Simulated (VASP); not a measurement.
# Li2Se: relaxation of cell and atoms with PBEsol

Li2Se:

```xyz
3
Lattice="0.0000 2.9724 2.9724 2.9724 0.0000 2.9724 2.9724 2.9724 0.0000" Properties=species:S:1:pos:R:3 pbc="T T T"
Li    1.4862    1.4862    1.4862
Li    4.4586    4.4586    4.4586
Se    0.0000    0.0000    0.0000
```

```yaml
Program: VASP 6.6.1
Task: relaxation of cell and atoms
Functional: PBEsol
Potentials_or_basis: VASP PAW PBE potentials, release 64 (Li_sv, Se)
Cutoff: 750 eV
k_mesh: 6 × 6 × 6
Occupations: gaussian, width 0.01 eV
Spin: no spin polarisation
Target_pressure: 15 GPa
Dipole_correction: no
Further_INCAR_settings: ALGO = Normal; EDIFF = 1e-07; IBRION = 2; EDIFFG = -0.002; NSW = 100; ISIF = 3
```

```
Relaxed volume                                         : 13.57 Å³/atom
Relaxed cell                                           : a = 3.861 Å, b = 3.861 Å, c = 3.861 Å, α = 60.00°, β = 60.00°, γ = 60.00°
Space group after relaxing (to 0.05 Å)                 : Fm-3m (No. 225)
Energy change on relaxing (the enthalpy is what falls) : +149.8 meV/atom
Ionic steps                                            : 19
Pressure after relaxing                                : 15.0 GPa
Band gap on the k mesh                                 : 2.46 eV, indirect (least direct gap 4.59 eV)
```

Step by step:
```
step  energy change (eV)  largest force (eV/Å)  pressure (GPa)  volume (Å³)
   1              0.0000                0.0000            0.02        52.52
   2              0.4203                0.0000           14.32        41.03
   3              0.4477                0.0000           14.96        40.73
   4              0.4478                0.0000           14.96        40.73
   5              0.4478                0.0000           14.96        40.73
   6              0.4478                0.0000           14.96        40.73
   7              0.4478                0.0000           14.96        40.73
   8              0.4478                0.0000           14.96        40.73
   9              0.4478                0.0000           14.96        40.73
  10              0.4478                0.0000           14.96        40.73
  11              0.4478                0.0000           14.96        40.73
  12              0.4478                0.0000           14.96        40.73
  13              0.4478                0.0000           14.96        40.73
  14              0.4478                0.0000           14.96        40.73
  15              0.4479                0.0000           14.96        40.73
  16              0.4480                0.0000           14.96        40.73
  17              0.4482                0.0000           14.96        40.73
  18              0.4486                0.0000           14.97        40.72
  19              0.4495                0.0000           14.99        40.71
```

Final structure:
```cif
data_structure
_symmetry_space_group_name_H-M 'P 1'
_symmetry_Int_Tables_number 1
_cell_length_a 3.8614
_cell_length_b 3.8614
_cell_length_c 3.8614
_cell_angle_alpha 60.000
_cell_angle_beta 60.000
_cell_angle_gamma 60.000
_cell_volume 40.71
loop_
_atom_site_label
_atom_site_type_symbol
_atom_site_fract_x
_atom_site_fract_y
_atom_site_fract_z
_atom_site_occupancy
Li1 Li 0.25000 0.25000 0.25000 1
Li2 Li 0.75000 0.75000 0.75000 1
Se1 Se 0.00000 0.00000 0.00000 1
```

Levels at points of the mesh, in eV from the valence-band top:
```csv
k point,band 4,band 5,band 6,band 7,band 8,band 9
"(0.00, 0.00, 0.00)",0.00,0.00,0.00,4.59,5.58,5.58
"(0.50, 0.00, 0.00)",-4.07,-0.80,-0.80,5.91,5.91,6.29
"(0.50, 0.50, 0.00)",-3.04,-2.17,-2.17,2.46,6.86,12.25
```

It took 91 s on 1 thread of Intel(R) Xeon(R) Platinum 8488C (Sapphire Rapids) (shared host), peak memory 0.25 GiB.

Caveat: the cell is relaxed towards a set pressure, so the enthalpy falls and the energy may rise; the volume moved by over 15 % at a fixed basis, so the end points are rough; the PAW data sets were made with another functional, which shifts forces and pressure a little. Expect the measured gap to be larger: semilocal functionals such as PBEsol lack the derivative discontinuity.
